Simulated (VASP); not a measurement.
# Sr2TiC2 (P-3m1) in VASP: notebook

Sr2TiC2 is run at these levels: PBE; tasks: single point, relaxation of cell and atoms.

All numbers are computed with VASP 6.6.1; they aren't measurements. Logs are shortened: lines on timing, memory, paths and dates and some standing lists are left out, and cuts for length are marked.

### 1 The cell of the first run

The structure is trigonal, space group P-3m1 (No. 164). The conventional cell has a = 3.494 Å, b = 3.494 Å, c = 9.537 Å, α = 90.00°, β = 90.00°, γ = 120.00°. Within 3.4 Å of Sr (site symmetry 3m) lie 3 C at 2.61 Å and 3 Ti at 3.39 Å. Ti (site symmetry -3m) has 6 C at 2.28 Å within 3.0 Å. Within 3.0 Å of C (site symmetry 3m) lie 3 Ti at 2.28 Å and 3 Sr at 2.61 Å and 3 C at 2.93 Å.

### 2 Single point, PBE

INCAR

```
SYSTEM = Sr2TiC2
ALGO = Normal
EDIFF = 1E-6
ENCUT = 520
GGA = PE
ISIF = 2
ISMEAR = 0
LASPH = .TRUE.
LCHARG = .TRUE.
LELF = .TRUE.
LREAL = .FALSE.
LVHAR = .TRUE.
LWAVE = .FALSE.
NBANDS = 28
NELM = 100
PREC = Accurate
SIGMA = 0.1
```

KPOINTS

```
k-points
0
G
  12 12 4
  0 0 0
```

POSCAR

```
Sr2TiC2
1.0
    3.4940350666      0.0000000000      0.0000000000
   -1.7470175333      3.0259231294      0.0000000000
    0.0000000000      0.0000000000      9.5368977791
Sr Ti C
2 1 2
Direct
    0.3333333333      0.6666666667      0.2143081539
    0.6666666667      0.3333333333      0.7856918461
    0.0000000000      0.0000000000      0.5000000000
    0.3333333333      0.6666666667      0.6112836888
    0.6666666667      0.3333333333      0.3887163112
```

Potentials or basis: VASP PAW PBE potentials, release 64 (Sr_sv, Ti_sv, C).

The run is started by

```sh
$ cat potpaw_PBE.64/Sr_sv/POTCAR potpaw_PBE.64/Ti_sv/POTCAR potpaw_PBE.64/C/POTCAR > POTCAR
$ mpirun -np 1 vasp_std > vasp.out
```

OUTCAR:

```text
SYSTEM = Sr2TiC2
   EDIFF = 1E-6
   ENCUT = 520
   GGA = PE
   ISIF = 2
   ISMEAR = 0
   LASPH = .TRUE.
   LREAL = .FALSE.
   NELM = 100
   PREC = Accurate

 ion  position               nearest neighbor table
   1  0.333  0.667  0.214-   5 2.61   5 2.61   5 2.61   3 3.39   3 3.39   3 3.39   2 4.56   2 4.56
                             2 4.56
   2  0.667  0.333  0.786-   4 2.61   4 2.61   4 2.61   3 3.39   3 3.39   3 3.39   1 4.56   1 4.56
                             1 4.56
   3  0.000  0.000  0.500-   4 2.28   5 2.28   5 2.28   4 2.28   5 2.28   4 2.28   1 3.39   2 3.39
                             1 3.39   2 3.39   2 3.39   1 3.39
   4  0.333  0.667  0.611-   3 2.28   3 2.28   3 2.28   2 2.61   2 2.61   2 2.61
   5  0.667  0.333  0.389-   3 2.28   3 2.28   3 2.28   1 2.61   1 2.61   1 2.61

  LATTYP: Found a hexagonal cell.
 ALAT       =     3.4940350666
 C/A-ratio  =     2.7294796982

  Lattice vectors:

 A1 = (   3.4940350666,   0.0000000000,   0.0000000000)
 A2 = (  -1.7470175333,   3.0259231294,   0.0000000000)
 A3 = (   0.0000000000,   0.0000000000,   9.5368977791)

Analysis of symmetry for initial positions (statically):
=====================================================================
 Subroutine PRICEL returns:
 Original cell was already a primitive cell.

 Routine SETGRP: Setting up the symmetry group for a
 hexagonal supercell.

 Subroutine GETGRP returns: Found 12 space group operations
 (whereof 12 operations were pure point group operations)
 out of a pool of 24 trial point group operations.

The static configuration has the point symmetry D_3d.

Analysis of symmetry for dynamics (positions and initial velocities):
=====================================================================
 Subroutine PRICEL returns:
 Original cell was already a primitive cell.

 Routine SETGRP: Setting up the symmetry group for a
 hexagonal supercell.

 Subroutine GETGRP returns: Found 12 space group operations
 (whereof 12 operations were pure point group operations)
 out of a pool of 24 trial point group operations.

The dynamic configuration has the point symmetry D_3d.

 Subroutine INISYM returns: Found 12 space group operations
 (whereof 12 operations are pure point group operations),
 and found     1 'primitive' translations

----------------------------------------------------------------------------------------

                                     Primitive cell

  volume of cell :     100.8306

  direct lattice vectors                    reciprocal lattice vectors
     3.494035067  0.000000000  0.000000000     0.286202050  0.165238831  0.000000000
    -1.747017533  3.025923129  0.000000000     0.000000000  0.330477662  0.000000000
     0.000000000  0.000000000  9.536897779     0.000000000  0.000000000  0.104855900

  length of vectors
     3.494035067  3.494035067  9.536897779     0.330477662  0.330477662  0.104855900

  position of ions in fractional coordinates (direct lattice)
     0.333333333  0.666666667  0.214308154
     0.666666667  0.333333333  0.785691846
     0.000000000  0.000000000  0.500000000
     0.333333333  0.666666667  0.611283689
     0.666666667  0.333333333  0.388716311

  ion indices of the primitive-cell ions
   primitive index   ion index
                 1           1
                 2           2
                 3           3
                 4           4
                 5           5

----------------------------------------------------------------------------------------

 KPOINTS: k-points

Automatic generation of k-mesh.
 Grid dimensions read from file:
 generate k-points for:   12   12    4

 Generating k-lattice:

  Cartesian coordinates                     Fractional coordinates (reciprocal lattice)
     0.023850171  0.013769903  0.000000000     0.083333333  0.000000000  0.000000000
     0.000000000  0.027539805  0.000000000     0.000000000  0.083333333  0.000000000
     0.000000000  0.000000000  0.026213975     0.000000000  0.000000000  0.250000000

  Length of vectors
     0.027539805  0.027539805  0.026213975

  Shift w.r.t. Gamma in fractional coordinates (k-lattice)
     0.000000000  0.000000000  0.000000000

 Subroutine IBZKPT returns following result:
 ===========================================

 Found     69 irreducible k-points:

 Following reciprocal coordinates:
            Coordinates               Weight
  0.000000  0.000000  0.000000      1.000000
  0.083333  0.000000  0.000000      6.000000
  0.166667  0.000000  0.000000      6.000000
  0.250000 -0.000000  0.000000      6.000000
  0.333333 -0.000000  0.000000      6.000000
  0.416667 -0.000000  0.000000      6.000000
[... 16 lines left out ...]
  0.166667  0.000000  0.250000      6.000000
  0.000000  0.166667  0.250000      6.000000
 [... further k-points ...]
   k-points           NKPTS =     69   k-points in BZ     NKDIM =     69   number of bands    NBANDS=     28
   number of dos      NEDOS =    301   number of ions     NIONS =      5
   total plane-waves  NPLWV =  56448
   dimension x,y,z NGX =    28 NGY =   28 NGZ =   72
   dimension x,y,z NGXF=    56 NGYF=   56 NGZF=  144
   ions per type =               2   1   2
   NGX,Y,Z   is equivalent  to a cutoff of  13.32, 13.32, 12.55 a.u.
   NGXF,Y,Z  is equivalent  to a cutoff of  26.64, 26.64, 25.10 a.u.
 SYSTEM =  Sr2TiC2
   PREC   = accura    normal or accurate (medium, high low for compatibility)
   ISTART =      0    job   : 0-new  1-cont  2-samecut
   ICHARG =      2    charge: 1-file 2-atom 10-const
   ISPIN  =      1    spin polarized calculation?
   LNONCOLLINEAR =      F non collinear calculations
   LSORBIT =      F    spin-orbit coupling
   LASPH  =      T    aspherical Exc in radial PAW
   ENCUT  =  520.0 eV  38.22 Ry    6.18 a.u.   6.50  6.50 17.73*2*pi/ulx,y,z
   NELM   =    100;   NELMIN=  2; NELMDL= -5     # of ELM steps
   EDIFF  = 0.1E-05   stopping-criterion for ELM
   LREAL  =      F    real-space projection
[... 7 lines left out ...]
   TEBEG  =    0.0;   TEEND  =   0.0 temperature during run
   PSTRESS=    0.0 pullay stress
   NELECT =      40.0000    total number of electrons
   NUPDOWN=      -1.0000    fix difference up-down
   EMIN   =  10.00;   EMAX   =-10.00  energy-range for DOS
   EFERMI =   0.00;   METHOD = LEGACY
   ISMEAR =     0;   SIGMA  =   0.10  broadening in eV -4-tet -1-fermi 0-gaus
   EFERMI_NEDOS =   21; number of points for ismear=-14 and -15
   IALGO  =     38    algorithm
   IMIX   =      4    mixing-type and parameters
     AMIX     =   0.40;   BMIX     =  1.00
     AMIX_MAG =   1.60;   BMIX_MAG =  1.00
  volume/ion in A,a.u.               =      20.17       136.09
  Fermi-wavevector in a.u.,A,eV,Ry     =   1.202903  2.273158 19.687310  1.446976
  Thomas-Fermi vector in A             =   2.338672
   LORBIT       =      0    0 simple, 1 ext, 2 COOP (PROOUT), +10 PAW based schemes
   GGA     = PE    functional components
   LHFCALC =     F    Hartree Fock is set to
   AEXX    =    0.0000 exact exchange contribution
   IVDW    =     0    specifies the selected vdW correction
   LEPSILON=     F    determine dielectric tensor
   LRPA    =     F    only Hartree local field effects (RPA)
 non-spin polarized calculation
 Gauss-broadening in eV      SIGMA  =   0.10
  energy-cutoff  :      520.00
  volume of cell :      100.83
 maximum number of plane-waves:      2760
 NGX is ok and might be reduce to    28
   NGX = 13   NGY = 13   NGZ = 35

 number of electron      39.9999999 magnetization

 Free energy of the ion-electron system (eV)
  ---------------------------------------------------
  ext. energy  EPLUGINS =         0.00000000
  ---------------------------------------------------
  free energy    TOTEN  =       -27.93866902 eV

  energy without entropy =      -27.92532965  energy(sigma->0) =      -27.93199934

 E-fermi :   4.0849     XC(G=0):  -9.7005

 val. band max:        4.0795962419   @ k =   0.2500   0.0833   0.5000
 cond. band min:       4.0886154570   @ k =   0.4167  -0.0000   0.5000
 fundamental gap:      0.0090192150
 Fermi energy:         4.0849426508

 k-point     1 :       0.0000    0.0000    0.0000
  band No.  band energies     occupation
      1     -52.5887      2.00000
      2     -30.9558      2.00000
      3     -30.9544      2.00000
      4     -28.8576      2.00000
      5     -28.7402      2.00000
      6     -28.7402      2.00000
[... 20 lines left out ...]
     27       7.8388      0.00000
     28       7.8388      0.00000

 k-point     2 :       0.0833    0.0000    0.0000
  band No.  band energies     occupation
      1     -52.5881      2.00000
      2     -30.9473      2.00000
      3     -30.9459      2.00000
      4     -28.8567      2.00000
      5     -28.7471      2.00000
      6     -28.7418      2.00000
[... 20 lines left out ...]
     27       7.7852      0.00000
     28       7.9612      0.00000

 k-point     3 :       0.1667    0.0000    0.0000
  band No.  band energies     occupation
      1     -52.5865      2.00000
      2     -30.9240      2.00000
      3     -30.9225      2.00000
      4     -28.8542      2.00000
      5     -28.7658      2.00000
      6     -28.7462      2.00000
[... 20 lines left out ...]
     27       7.5708      0.00000
     28       8.2391      0.00000

 k-point     4 :       0.2500   -0.0000    0.0000
  band No.  band energies     occupation
      1     -52.5843      2.00000
      2     -30.8918      2.00000
      3     -30.8902      2.00000
      4     -28.8508      2.00000
      5     -28.7912      2.00000
      6     -28.7522      2.00000
[... 578 lines left out ...]
     27       7.8225      0.00000
     28       7.9402      0.00000

 k-point    23 :       0.1667    0.0000    0.2500
  band No.  band energies     occupation
      1     -52.5865      2.00000
      2     -30.9249      2.00000
      3     -30.9216      2.00000
      4     -28.8542      2.00000
      5     -28.7658      2.00000
      6     -28.7462      2.00000
[... 20 lines left out ...]
     27       7.6264      0.00000
     28       8.1963      0.00000

 k-point    24 :       0.0000    0.1667    0.2500
  band No.  band energies     occupation
      1     -52.5865      2.00000
      2     -30.9249      2.00000
      3     -30.9215      2.00000
      4     -28.8542      2.00000
      5     -28.7658      2.00000
      6     -28.7462      2.00000
[... 20 lines left out ...]
     27       7.7904      0.00000
     28       8.2800      0.00000

 [... further k-points ...]

------------------------ aborting loop because EDIFF is reached ----------------------------------------

  FORCE on cell =-STRESS in cart. coord.  units (eV):
  Direction    XX          YY          ZZ          XY          YZ          ZX
  --------------------------------------------------------------------------------------
  -------------------------------------------------------------------------------------
  Total        0.1771365      0.1771365      0.1937626     -0.0000000      0.0000000     -0.0000000
  in kB        2.8146629      2.8146629      3.0788480     -0.0000000      0.0000000     -0.0000000
  external PRESSURE =       2.9027246 kB  Pullay stress =       0.0000000 kB

 VOLUME and BASIS-vectors are now :
 -----------------------------------------------------------------------------
  energy-cutoff  :      520.00
  volume of cell :      100.83
      direct lattice vectors                 reciprocal lattice vectors
     3.494035067  0.000000000  0.000000000     0.286202050  0.165238831  0.000000000
    -1.747017533  3.025923129  0.000000000     0.000000000  0.330477662  0.000000000
     0.000000000  0.000000000  9.536897779     0.000000000  0.000000000  0.104855900

 POSITION                                       TOTAL-FORCE (eV/Angst)
 -----------------------------------------------------------------------------------
     -0.00000      2.01728      2.04383        -0.000000     -0.000000     -0.043269
      1.74702      1.00864      7.49306         0.000000      0.000000      0.043269
      0.00000      0.00000      4.76845        -0.000000      0.000000     -0.000000
     -0.00000      2.01728      5.82975         0.000000     -0.000000     -0.028415
      1.74702      1.00864      3.70715        -0.000000      0.000000      0.028415
 -----------------------------------------------------------------------------------
    total drift:                                0.000000     -0.000000      0.000000

  FREE ENERGIE OF THE ION-ELECTRON SYSTEM (eV)
  ---------------------------------------------------
  free  energy   TOTEN  =       -27.9386690194 eV

  energy  without entropy=      -27.9253296524  energy(sigma->0) =      -27.93199934
```

Wall time 2.1 min (1 thread of Intel Xeon 6975P-C (Granite Rapids), shared host); peak memory 0.35 GiB.

What came out:

| Quantity | Value |
| --- | --- |
| Free energy | -27.9387 eV |
| Pressure | 0.3 GPa |
| Largest force | 0.043 eV/Å |
| Band gap on the k mesh | zero (band 20 reaches 4.81 eV, above the bottom of band 21 at 3.82 eV) |

Forces on the atoms (eV/Å):
```
Sr   0.000  0.000 -0.043
Sr   0.000  0.000  0.043
Ti   0.000  0.000  0.000
C    0.000  0.000 -0.028
C    0.000  0.000  0.028
```

### 3 Relaxation of cell and atoms, PBE

INCAR

```
PREC = Accurate
ENCUT = 600
EDIFF = 1E-6
ISMEAR = 0
SIGMA = 0.1
LREAL = False
LASPH = True
NELM = 100
ALGO = Normal
ISIF = 3
LWAVE = False
LCHARG = False
GGA = PE
IBRION = 2
NSW = 100
EDIFFG = -0.01
```

KPOINTS

```
regular mesh
0
Gamma
  12 12 4
```

POSCAR

```
Sr2TiC2
1.0
    3.4928330959      0.0000000000      0.0000000000
   -1.7464165480      3.0248821922      0.0000000000
    0.0000000000      0.0000000000      9.5469817775
Sr Ti C
2 1 2
Direct
    0.3333333333      0.6666666667      0.2142487367
    0.6666666667      0.3333333333      0.7857512633
    0.0000000000      0.0000000000      0.5000000000
    0.3333333333      0.6666666667      0.6112770835
    0.6666666667      0.3333333333      0.3887229165
```

Potentials or basis: VASP PAW PBE potentials, release 64 (Sr_sv, Ti_sv, C).

The run is started by

```sh
$ cat potpaw_PBE.64/Sr_sv/POTCAR potpaw_PBE.64/Ti_sv/POTCAR potpaw_PBE.64/C/POTCAR > POTCAR
$ mpirun -np 1 vasp_std > vasp.out
```

It took 6.1 min on 1 thread of Intel Xeon 6975P-C (Granite Rapids), shared host; peak memory 0.4 GiB.

Results (log left out):

```yaml
Free_energy: -27.9397 eV
Relaxed_volume: 20.23 Å³/atom
Relaxed_cell: a = 3.499 Å, b = 3.499 Å, c = 9.538 Å, α = 90.00°, β = 90.00°, γ = 120.00°
Space_group_after_relaxing_to_0.05_Å: P-3m1 (No. 164)
Energy_gained_by_relaxing: 0.1 meV/atom
Ionic_steps: 5
Pressure_after_relaxing: 0.0 GPa
Largest_force_after_relaxing: 0.005 eV/Å
Band_gap_on_the_k_mesh: zero (band 20 reaches 4.79 eV, above the bottom of band 21 at 3.81 eV)
```

Forces on the atoms (eV/Å):
```
Sr   0.000  0.000 -0.005
Sr   0.000  0.000  0.005
Ti   0.000  0.000  0.000
C    0.000  0.000 -0.001
C    0.000  0.000  0.001
```

The path:
| step | energy change (eV) | largest force (eV/Å) | pressure (GPa) | volume (Å³) |
| --- | --- | --- | --- | --- |
| 1 | 0.0000 | 0.0279 | 0.21 | 100.87 |
| 2 | -0.0002 | 0.0144 | -0.09 | 101.26 |
| 3 | -0.0003 | 0.0164 | -0.04 | 101.17 |
| 4 | -0.0003 | 0.0087 | -0.04 | 101.16 |
| 5 | -0.0003 | 0.0049 | 0.00 | 101.14 |

Final structure:
```xyz
5
Lattice="3.4992 0.0000 0.0000 -1.7496 3.0304 0.0000 0.0000 0.0000 9.5382" Properties=species:S:1:pos:R:3 pbc="T T T"
Sr    0.0000    2.0202    2.0421
Sr    1.7496    1.0101    7.4962
Ti    0.0000    0.0000    4.7691
C     0.0000    2.0202    5.8275
C     1.7496    1.0101    3.7108
```

Levels at points of the mesh, in eV from the Fermi level:
```csv
k point,band 18,band 19,band 20,band 21,band 22,band 23
"(0.00, 0.00, 0.00)",-1.30,-1.08,0.71,0.71,1.47,1.47
"(0.50, 0.00, 0.00)",-1.25,-1.12,-0.50,0.09,0.84,1.67
"(0.00, 0.00, 0.50)",-2.07,0.23,0.72,0.72,1.07,1.47
"(0.50, 0.00, 0.50)",-1.20,-1.04,-0.49,0.07,0.76,1.61
```

(Part 1 of 2 ends here.)
